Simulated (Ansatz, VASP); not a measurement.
# W in VASP and in Ansatz

```
W
1.0
     2.85459    0.00000    0.00000
    -1.42730    2.47215    0.00000
     0.00000    0.00000   24.32307
W
5
Direct
  0.66667 0.33333 0.30668
  0.33333 0.66667 0.40360
  0.00000 0.00000 0.50000
  0.66667 0.33333 0.59640
  0.33333 0.66667 0.69332
```

Alike in both runs: functional PBE; k mesh 12 × 12 × 1; occupations gaussian, width 0.1 eV; no spin polarisation.

Ansatz relaxed the structure, and its values are those at the end. VASP's run is a single point on that final structure, the one shown.

|  | VASP | Ansatz |
| --- | --- | --- |
| version | VASP 6.6.1 | Ansatz 0.2.0 |
| potentials or method | VASP PAW PBE potentials, release 64 (W_sv), cutoff 520 eV | scalar-relativistic, plane waves, PAW |
| valence electrons in the cell | 70 | 70 |

Ansatz gave:

- gap on the k mesh at the Fermi level (eV): none
- rms of the force components (eV/Å): 0.002
- work function, face that differs most (eV): 5.04

Question: Estimate VASP's values.

Answer: gap on the k mesh at the Fermi level (eV): none; rms of the force components (eV/Å): 0.010; work function, face that differs most (eV): 5.04.

A gap of «none» marks a metal or a gap that the smearing closes. With one functional, cell and mesh, what is left measures potentials, basis and numerics.

Spin-orbit coupling is off throughout.
